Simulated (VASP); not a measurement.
# Mo (P6_3/mmc) in VASP: a series of runs, part 2 of 2

VASP 6.6.1. The steps go on from the part before.

### 4 Single point, RPBE (15.66 Å³/atom)

This run uses another cell than the first one, of 15.66 Å³/atom.

Contents of INCAR:

```
PREC     = Accurate       # precision mode
ENCUT    = 520            # plane-wave cutoff, eV
EDIFF    = 1E-6           # SCF threshold, eV
ISMEAR   = -1             # smearing method
SIGMA    = 0.1            # smearing width, eV
LREAL    = False          # projectors in reciprocal space
LASPH    = True           # aspherical terms in the spheres
NELM     = 80             # most SCF steps
ALGO     = Normal         # electronic algorithm
ISIF     = 2              # what is computed and relaxed
LWAVE    = False          # write WAVECAR
LCHARG   = False          # write CHGCAR
GGA      = RP             # functional
NBANDS   = 36             # bands
```

Contents of KPOINTS:

```
Automatic mesh
0
Gamma
  15 15 4
```

Contents of POSCAR:

```
Mo
1.0
    2.7475973634      0.0000000000      0.0000000000
   -1.3737986817      2.3794891160      0.0000000000
    0.0000000000      0.0000000000      9.5832954463
Mo
4
Direct
    1.0000000000      1.0000000000      0.0000000000
    1.0000000000      1.0000000000      0.5000000000
    0.3333333333      0.6666666667      0.2500000000
    0.6666666667      0.3333333333      0.7500000000
```

Potentials or basis: VASP PAW PBE potentials, release 64 (Mo_sv).

On the command line:

```sh
> cat potpaw_PBE.64/Mo_sv/POTCAR > POTCAR
> mpirun -np 1 vasp_std > vasp.out
```

OUTCAR:

```text
PREC = Accurate
   ENCUT = 520
   EDIFF = 1E-6
   ISMEAR = -1
   LREAL = False
   LASPH = True
   NELM = 80
   ISIF = 2
   GGA = RP

 ion  position               nearest neighbor table
   1  0.000  0.000  0.000-   3 2.87   4 2.87   3 2.87   4 2.87   4 2.87   3 2.87
   2  0.000  0.000  0.500-   3 2.87   4 2.87   3 2.87   4 2.87   4 2.87   3 2.87
   3  0.333  0.667  0.250-   1 2.87   2 2.87   1 2.87   2 2.87   1 2.87   2 2.87
   4  0.667  0.333  0.750-   1 2.87   2 2.87   1 2.87   2 2.87   1 2.87   2 2.87

  LATTYP: Found a hexagonal cell.
 ALAT       =     2.7475973634
 C/A-ratio  =     3.4878820216

  Lattice vectors:

 A1 = (   2.7475973634,   0.0000000000,   0.0000000000)
 A2 = (  -1.3737986817,   2.3794891160,   0.0000000000)
 A3 = (   0.0000000000,   0.0000000000,   9.5832954463)

Analysis of symmetry for initial positions (statically):
=====================================================================
 Subroutine PRICEL returns:
 Original cell was already a primitive cell.

 Routine SETGRP: Setting up the symmetry group for a
 hexagonal supercell.

 Subroutine GETGRP returns: Found 24 space group operations
 (whereof 12 operations were pure point group operations)
 out of a pool of 24 trial point group operations.

The static configuration has the point symmetry D_3d.
 The point group associated with its full space group is D_6h.

Analysis of symmetry for dynamics (positions and initial velocities):
=====================================================================
 Subroutine PRICEL returns:
 Original cell was already a primitive cell.

 Routine SETGRP: Setting up the symmetry group for a
 hexagonal supercell.

 Subroutine GETGRP returns: Found 24 space group operations
 (whereof 12 operations were pure point group operations)
 out of a pool of 24 trial point group operations.

The dynamic configuration has the point symmetry D_3d.
 The point group associated with its full space group is D_6h.

 Subroutine INISYM returns: Found 24 space group operations
 (whereof 12 operations are pure point group operations),
 and found     1 'primitive' translations

----------------------------------------------------------------------------------------

                                     Primitive cell

  volume of cell :      62.6544

  direct lattice vectors                    reciprocal lattice vectors
     2.747597363  0.000000000  0.000000000     0.363954345  0.210129139  0.000000000
    -1.373798682  2.379489116  0.000000000     0.000000000  0.420258279  0.000000000
     0.000000000  0.000000000  9.583295446     0.000000000  0.000000000  0.104348239

  length of vectors
     2.747597363  2.747597363  9.583295446     0.420258279  0.420258279  0.104348239

  position of ions in fractional coordinates (direct lattice)
     0.000000000  0.000000000  0.000000000
     0.000000000  0.000000000  0.500000000
     0.333333333  0.666666667  0.250000000
     0.666666667  0.333333333  0.750000000

  ion indices of the primitive-cell ions
   primitive index   ion index
                 1           1
                 2           2
                 3           3
                 4           4

----------------------------------------------------------------------------------------

 KPOINTS: Automatic mesh

Automatic generation of k-mesh.
 Grid dimensions read from file:
 generate k-points for:   15   15    4

 Generating k-lattice:

  Cartesian coordinates                     Fractional coordinates (reciprocal lattice)
     0.024263623  0.014008609  0.000000000     0.066666667  0.000000000  0.000000000
     0.000000000  0.028017219  0.000000000     0.000000000  0.066666667  0.000000000
     0.000000000  0.000000000  0.026087060     0.000000000  0.000000000  0.250000000

  Length of vectors
     0.028017219  0.028017219  0.026087060

  Shift w.r.t. Gamma in fractional coordinates (k-lattice)
     0.000000000  0.000000000  0.000000000

 Subroutine IBZKPT returns following result:
 ===========================================

 Found     81 irreducible k-points:

 Following reciprocal coordinates:
            Coordinates               Weight
  0.000000  0.000000  0.000000      1.000000
  0.066667  0.000000  0.000000      6.000000
  0.133333  0.000000  0.000000      6.000000
  0.200000 -0.000000  0.000000      6.000000
  0.266667  0.000000  0.000000      6.000000
  0.333333  0.000000  0.000000      6.000000
[... 16 lines left out ...]
  0.333333  0.200000  0.000000     12.000000
  0.400000  0.200000  0.000000      6.000000
 [... further k-points ...]
   k-points           NKPTS =     81   k-points in BZ     NKDIM =     81   number of bands    NBANDS=     36
   number of dos      NEDOS =    301   number of ions     NIONS =      4
   total plane-waves  NPLWV =  28800
   dimension x,y,z NGX =    20 NGY =   20 NGZ =   72
   dimension x,y,z NGXF=    40 NGYF=   40 NGZF=  144
   ions per type =               4
   NGX,Y,Z   is equivalent  to a cutoff of  12.10, 12.10, 12.49 a.u.
   NGXF,Y,Z  is equivalent  to a cutoff of  24.20, 24.20, 24.98 a.u.
 SYSTEM =  unknown system
   PREC   = accura    normal or accurate (medium, high low for compatibility)
   ISTART =      0    job   : 0-new  1-cont  2-samecut
   ICHARG =      2    charge: 1-file 2-atom 10-const
   ISPIN  =      1    spin polarized calculation?
   LNONCOLLINEAR =      F non collinear calculations
   LSORBIT =      F    spin-orbit coupling
   LASPH  =      T    aspherical Exc in radial PAW
   ENCUT  =  520.0 eV  38.22 Ry    6.18 a.u.   5.11  5.11 17.82*2*pi/ulx,y,z
   NELM   =     80;   NELMIN=  2; NELMDL= -5     # of ELM steps
   EDIFF  = 0.1E-05   stopping-criterion for ELM
   LREAL  =      F    real-space projection
   EDIFFG = 0.1E-04   stopping-criterion for IOM
   NSW    =      0    number of steps for IOM
   IBRION =     -1    ionic relax: 0-MD 1-quasi-New 2-CG
   NFREE  =      0    steps in history (QN), initial steepest desc. (CG)
   ISIF   =      2    stress and relaxation
   ISYM   =      2    0-nonsym 1-usesym 2-fastsym
   POTIM  = 0.5000    time-step for ionic-motion
   TEBEG  =    0.0;   TEEND  =   0.0 temperature during run
   PSTRESS=    0.0 pullay stress
   NELECT =      56.0000    total number of electrons
   NUPDOWN=      -1.0000    fix difference up-down
   EMIN   =  10.00;   EMAX   =-10.00  energy-range for DOS
   EFERMI =   0.00;   METHOD = LEGACY
   ISMEAR =    -1;   SIGMA  =   0.10  broadening in eV -4-tet -1-fermi 0-gaus
   EFERMI_NEDOS =   21; number of points for ismear=-14 and -15
   IALGO  =     38    algorithm
   IMIX   =      4    mixing-type and parameters
     AMIX     =   0.40;   BMIX     =  1.00
     AMIX_MAG =   1.60;   BMIX_MAG =  1.00
  volume/ion in A,a.u.               =      15.66       105.70
  Fermi-wavevector in a.u.,A,eV,Ry     =   1.576959  2.980020 33.834944  2.486798
  Thomas-Fermi vector in A             =   2.677713
   LORBIT       =      0    0 simple, 1 ext, 2 COOP (PROOUT), +10 PAW based schemes
   GGA     = RP    functional components
   LHFCALC =     F    Hartree Fock is set to
   AEXX    =    0.0000 exact exchange contribution
   IVDW    =     0    specifies the selected vdW correction
   LEPSILON=     F    determine dielectric tensor
   LRPA    =     F    only Hartree local field effects (RPA)
 non-spin polarized calculation
  energy-cutoff  :      520.00
  volume of cell :       62.65
 maximum number of plane-waves:      1706
   NGX = 11   NGY = 11   NGZ = 35

 number of electron      56.0000013 magnetization

 Free energy of the ion-electron system (eV)
  ---------------------------------------------------
  ext. energy  EPLUGINS =         0.00000000
  ---------------------------------------------------
  free energy    TOTEN  =       -39.76841639 eV

  energy without entropy =      -39.60268704  energy(sigma->0) =      -39.68555172

 E-fermi :  12.3102     XC(G=0): -13.2910

 val. band max:       12.3073649419   @ k =   0.0667   0.0667   0.2500
 cond. band min:      12.3136891159   @ k =   0.4667  -0.0000   0.2500
 fundamental gap:      0.0063241739
 Fermi energy:        12.3102072513

 k-point     1 :       0.0000    0.0000    0.0000
  band No.  band energies     occupation
      1     -48.5242      2.00000
      2     -48.4421      2.00000
      3     -48.4174      2.00000
      4     -48.3335      2.00000
      5     -23.1519      2.00000
      6     -22.5775      2.00000
[... 925 lines left out ...]
     35      16.0692      0.00000
     36      16.2514      0.00000

 [... further k-points ...]

------------------------ aborting loop because EDIFF is reached ----------------------------------------

  FORCE on cell =-STRESS in cart. coord.  units (eV):
  Direction    XX          YY          ZZ          XY          YZ          ZX
  --------------------------------------------------------------------------------------
  -------------------------------------------------------------------------------------
  Total        4.4030526      4.4030526      3.6227451      0.0000000     -0.0000000      0.0000000
  in kB      112.5933556    112.5933555     92.6395996      0.0000000     -0.0000000      0.0000000
  external PRESSURE =     105.9421036 kB  Pullay stress =       0.0000000 kB

 VOLUME and BASIS-vectors are now :
 -----------------------------------------------------------------------------
  energy-cutoff  :      520.00
  volume of cell :       62.65
      direct lattice vectors                 reciprocal lattice vectors
     2.747597363  0.000000000  0.000000000     0.363954345  0.210129139  0.000000000
    -1.373798682  2.379489116  0.000000000     0.000000000  0.420258279  0.000000000
     0.000000000  0.000000000  9.583295446     0.000000000  0.000000000  0.104348239

 POSITION                                       TOTAL-FORCE (eV/Angst)
 -----------------------------------------------------------------------------------
      0.00000      0.00000      0.00000         0.000000      0.000000      0.000000
      0.00000      0.00000      4.79165         0.000000      0.000000      0.000000
     -0.00000      1.58633      2.39582         0.000000      0.000000     -0.000000
      1.37380      0.79316      7.18747        -0.000000     -0.000000      0.000000
 -----------------------------------------------------------------------------------
    total drift:                                0.000000     -0.000000      0.000000

  FREE ENERGIE OF THE ION-ELECTRON SYSTEM (eV)
  ---------------------------------------------------
  free  energy   TOTEN  =       -39.7684163907 eV

  energy  without entropy=      -39.6026870431  energy(sigma->0) =      -39.68555172
```

Run time: 3 min. Hardware: 1 thread of Intel Xeon 8259CL, shared host; peak memory 0.26 GiB.

What came out:

```
Free energy            : -39.7684 eV
Pressure               : 10.6 GPa
Band gap on the k mesh : zero (bands 28 and 29 overlap by 1.80 eV)
```

Stress tensor (GPa, compression positive):
```
11.26  0.00  0.00
 0.00 11.26  0.00
 0.00  0.00  9.26
```

Caveat: the cell stands under pressure; the PAW data sets were made with another functional, which shifts forces and pressure a little.

### 5 Single point, RPBE (16.32 Å³/atom)

This run uses another cell than the first one, of 16.32 Å³/atom.

Contents of INCAR:

```
SYSTEM = Mo
ALGO     = Normal         ! electronic algorithm
EDIFF    = 1E-6           ! SCF threshold, eV
ENCUT    = 520            ! plane-wave cutoff, eV
GGA      = RP             ! functional
ISIF     = 2              ! what is computed and relaxed
ISMEAR   = -1             ! smearing method
LASPH    = .True.         ! aspherical terms in the spheres
LCHARG   = .True.         ! write CHGCAR
LELF     = .True.         ! ELF
LREAL    = .False.        ! projectors in reciprocal space
LVHAR    = .True.       
LWAVE    = .False.        ! write WAVECAR
NBANDS   = 36             ! bands
NELM     = 60             ! most SCF steps
PREC     = Accurate       ! precision mode
SIGMA    = 0.1            ! smearing width, eV
```

Contents of KPOINTS:

```
k-points
0
Gamma
  15 15 4
  0 0 0
```

Contents of POSCAR:

```
Mo
1.0
    2.7852403611      0.0000000000      0.0000000000
   -1.3926201805      2.4120889083      0.0000000000
    0.0000000000      0.0000000000      9.7145897813
Mo
4
Direct
    1.0000000000      1.0000000000      0.0000000000
    1.0000000000      1.0000000000      0.5000000000
    0.3333333333      0.6666666667      0.2500000000
    0.6666666667      0.3333333333      0.7500000000
```

On the command line:

```sh
> cat potpaw_PBE.64/Mo_sv/POTCAR > POTCAR
> mpirun -np 1 vasp_std > vasp.out
```

Wall time 4.2 min (1 thread of Intel Xeon 8259CL, shared host); peak memory 0.27 GiB.

Results (log left out):

| Item | Value |
| --- | --- |
| Free energy | -39.8562 eV |
| Pressure | 0.4 GPa |
| Band gap on the k mesh | zero (bands 28 and 29 overlap by 1.72 eV) |

Stress tensor (GPa, compression positive):
```
0.49 0.00 0.00
0.00 0.49 0.00
0.00 0.00 0.17
```

Levels at points of the mesh, in eV from the Fermi level:
```
           k point  band 25  band 26  band 27  band 28  band 29  band 30  band 31  band 32
(0.00, 0.00, 0.00)    -0.75    -0.62    -0.62    -0.38    -0.38    -0.22    -0.22     0.75
(0.00, 0.00, 0.50)    -0.64    -0.64    -0.43    -0.43    -0.37    -0.37    -0.37    -0.37
```

Caveat: the PAW data sets were made with another functional, which shifts forces and pressure a little.

### 6 Single point, RPBE (16.97 Å³/atom)

This run uses another cell than the first one, of 16.97 Å³/atom.

Changes to INCAR since step 5:

```diff
@@ -14,3 +14,3 @@
 NBANDS   = 36             ! bands
-NELM     = 60             ! most SCF steps
+NELM     = 100            ! most SCF steps
 PREC     = Accurate       ! precision mode
```

KPOINTS is that of step 5.

Contents of POSCAR:

```
Mo
1.0
    2.8218924637      0.0000000000      0.0000000000
   -1.4109462319      2.4438305603      0.0000000000
    0.0000000000      0.0000000000      9.8424279911
Mo
4
Direct
    1.0000000000      1.0000000000      0.0000000000
    1.0000000000      1.0000000000      0.5000000000
    0.3333333333      0.6666666667      0.2500000000
    0.6666666667      0.3333333333      0.7500000000
```

Potentials or basis: VASP PAW PBE potentials, release 64 (Mo_sv).

On the command line:

```sh
> cat potpaw_PBE.64/Mo_sv/POTCAR > POTCAR
> mpirun -np 1 vasp_std > vasp.out
```

It took 3.6 min on 1 thread of Intel Xeon 8259CL, shared host; peak memory 0.28 GiB.

Results (log left out):

```yaml
Free_energy: -39.7936 eV
Pressure: -7.9 GPa
Band_gap_on_the_k_mesh: zero (bands 28 and 29 overlap by 1.65 eV)
```

Stress tensor (GPa, compression positive):
```
-8.26  0.00  0.00
 0.00 -8.26  0.00
 0.00  0.00 -7.25
```

Levels at points of the mesh, in eV from the Fermi level:
```tsv
k point	band 25	band 26	band 27	band 28	band 29	band 30	band 31	band 32
(0.00, 0.00, 0.00)	-0.69	-0.57	-0.57	-0.34	-0.34	-0.19	-0.19	0.66
(0.00, 0.00, 0.50)	-0.59	-0.59	-0.47	-0.47	-0.34	-0.34	-0.34	-0.34
```

Caveat: the cell stands under tension; the PAW data sets were made with another functional, which shifts forces and pressure a little.

### 7 Overview

| cell | gap on the mesh (eV) | pressure (GPa) |
| --- | --- | --- |
| a = 2.669, b = 2.669, c = 9.309 Å, angles 90.0, 90.0, 120.0°, 4 atoms | none | 38.5 |
| a = 2.709, b = 2.709, c = 9.448 Å, angles 90.0, 90.0, 120.0°, 4 atoms | none | 23.1 |
| a = 2.748, b = 2.748, c = 9.583 Å, angles 90.0, 90.0, 120.0°, 4 atoms | none | 10.6 |
| a = 2.785, b = 2.785, c = 9.715 Å, angles 90.0, 90.0, 120.0°, 4 atoms | none | 0.4 |
| a = 2.822, b = 2.822, c = 9.842 Å, angles 90.0, 90.0, 120.0°, 4 atoms | none | -7.9 |

Alike in all rows: task single point; level RPBE; potentials or basis VASP PAW PBE potentials, release 64 (Mo_sv); no spin polarisation; k mesh 15 × 15 × 4; cutoff (eV) 520; smearing fermi-dirac 0.1 eV.

Caveats: the PAW data sets were made with another functional, which shifts forces and pressure a little; the cell stands under pressure (at least some runs); the stress differs along the axes, from 34 to 41 GPa (at least some runs); the cell stands under tension (at least some runs).

Total energies depend on the potentials used, so only differences within one code and one set of settings carry meaning.

The gap in the log of VASP goes by the Fermi energy; the results here count the filled bands.